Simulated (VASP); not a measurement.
**W: single point with PBEsol**

The system is W.

```xyz
1
Lattice="0.0000 1.9995 2.0604 1.9995 0.0000 2.0604 1.9995 1.9995 0.0000" Properties=species:S:1:pos:R:3 pbc="T T T"
W     0.0000    0.0000    0.0000
```

This cell differs from its parent crystal: strain -0.015 along x and y, +0.015 along z.

```
Program                : VASP 6.6.1
Task                   : single point
Functional             : PBEsol
Potentials or basis    : VASP PAW PBE potentials, release 64 (W_sv)
Cutoff                 : 520 eV
k mesh                 : 20 × 20 × 20
Occupations            : gaussian, width 0.15 eV
Spin                   : no spin polarisation
Dipole correction      : no
Further INCAR settings : ALGO = Normal; EDIFF = 1e-07; NBANDS = 13
```

- Pressure: -8.2 GPa
- Band gap on the k mesh: zero (bands 7 and 8 overlap by 3.68 eV)

Stress tensor (GPa, compression positive):
```
-10.93   0.00   0.00
  0.00 -10.93   0.00
  0.00   0.00  -2.63
```

Levels at points of the mesh, in eV from the Fermi level:
| k point | band 4 | band 5 | band 6 | band 7 | band 8 | band 9 | band 10 | band 11 |
| --- | --- | --- | --- | --- | --- | --- | --- | --- |
| (0.00, 0.00, 0.00) | -37.29 | -9.01 | -0.84 | -0.44 | -0.44 | 2.21 | 2.81 | 12.81 |
| (0.50, 0.00, 0.00) | -37.42 | -5.61 | -1.03 | -0.59 | 0.62 | 4.86 | 5.11 | 10.20 |
| (0.50, 0.50, 0.00) | -37.66 | -5.52 | -4.47 | 2.63 | 4.99 | 5.70 | 5.70 | 11.99 |
| (0.50, 0.00, 0.50) | -37.71 | -5.49 | -4.54 | 3.22 | 4.91 | 5.49 | 5.97 | 11.31 |

Run time: 2.3 min on 1 thread of Intel Xeon 8259CL, with other jobs on the host, peak memory 0.25 GiB.

Caveat: the cell differs from its parent crystal (strain -0.015 along x and y, +0.015 along z); the cell stands under tension; the PAW data sets were made with another functional, which shifts forces and pressure a little; spin-orbit coupling is left out, which moves the levels of the heavy elements.
